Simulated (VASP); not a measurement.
Write the native input for VASP 6.6.1 that does the following.

- Task: single point
- Functional: revPBE
- Dispersion: D3(BJ)
- Potentials or basis: VASP PAW PBE potentials, release 64 (Ru_pv)
- Cutoff: 520 eV
- k mesh: 11 × 11 × 6
- Occupations: fermi-dirac, width 0.05 eV
- Spin: no spin polarisation
- Dipole correction: no
- Further INCAR settings: ALGO = Normal; EDIFF = 1e-06; NBANDS = 21

The structure of Ru lies in POSCAR:

```
Ru
1.0
    2.6857445803      0.0000000000      0.0000000000
   -1.3428722902      2.3259230346      0.0000000000
    0.0000000000      0.0000000000      4.2544587904
Ru
2
Direct
    0.6666666667      0.3333333333      0.7500000000
    0.3333333333      0.6666666667      0.2500000000
```

These files were run (other wordings do the same):

INCAR

```
ALGO = Normal
EDIFF = 1E-6
ENCUT = 520
GGA = RE
ISIF = 2
ISMEAR = -1
IVDW = 12
LASPH = T
LCHARG = F
LREAL = F
LWAVE = F
NBANDS = 21
NELM = 100
PREC = Accurate
SIGMA = 0.05
```

KPOINTS

```
k-points
0
Gamma
  11 11 6
```

Potentials or basis: VASP PAW PBE potentials, release 64 (Ru_pv).

Command:

```bash
$ cat potpaw_PBE.64/Ru_pv/POTCAR > POTCAR
$ mpirun -np 1 vasp_std > vasp.out
```

Results of the run:

```
Pressure                   : 0.0 GPa
Band gap on the k mesh     : zero (band 14 reaches 14.84 eV, above the bottom of band 15 at 11.68 eV)
Dispersion energy per atom : -1.208 eV
```

Caveat: the PAW data sets were made with another functional, which shifts forces and pressure a little; pairwise dispersion overbinds metals, which lowers pressure and volume.

Run time: 32 s on 1 thread of Intel Xeon 8259CL, with other jobs on the host, peak memory 0.16 GiB.
